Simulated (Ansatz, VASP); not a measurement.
Si: VASP beside Ansatz

```xyz
16
Lattice="0.0000 5.4701 -5.4701 5.4701 5.4701 0.0000 5.4701 0.0000 -5.4701" Properties=species:S:1:pos:R:3 pbc="T T T"
Si    1.3675    1.3675   -1.3675
Si    4.1026    4.1026   -1.3675
Si    1.3675    4.1026   -4.1026
Si    4.1026    6.8376   -4.1026
Si    4.1026    1.3675   -4.1026
Si    6.8376    4.1026   -4.1026
Si    4.1026    4.1026   -6.8376
Si    6.8376    6.8376   -6.8376
Si    5.4701    5.4701   -2.7350
Si    2.7350    2.7350   -2.7350
Si    5.4701    8.2051   -5.4701
Si    2.7350    5.4701   -5.4701
Si    8.2051    5.4701   -5.4701
Si    5.4701    2.7350   -5.4701
Si    8.2051    8.2051   -8.2051
Si    5.4701    5.4701   -8.2051
```

Alike in both runs: task single point; functional PBE; k mesh 2 × 2 × 2; occupations gaussian, width 0.01 eV; no spin polarisation.

|  | VASP | Ansatz |
| --- | --- | --- |
| version | VASP 6.6.1 | Ansatz 0.2.0 |
| potentials or method | VASP PAW PBE potentials, release 64 (Si), cutoff 520 eV | scalar-relativistic, plane waves, PAW |
| valence electrons in the cell | 64 | 64 |

Ansatz gave:

| Property | Result |
| --- | --- |
| gap on the k mesh at the Fermi level (eV) | 0.73 |
| least direct gap on the mesh (eV) | 0.73 |
| pressure (GPa) | 0.6 |

What did VASP give for the same quantities?

gap on the k mesh at the Fermi level (eV): 0.74; least direct gap on the mesh (eV): 0.74; pressure (GPa): 0.5.

The k mesh is coarse, so the values compare programs but aren't converged.
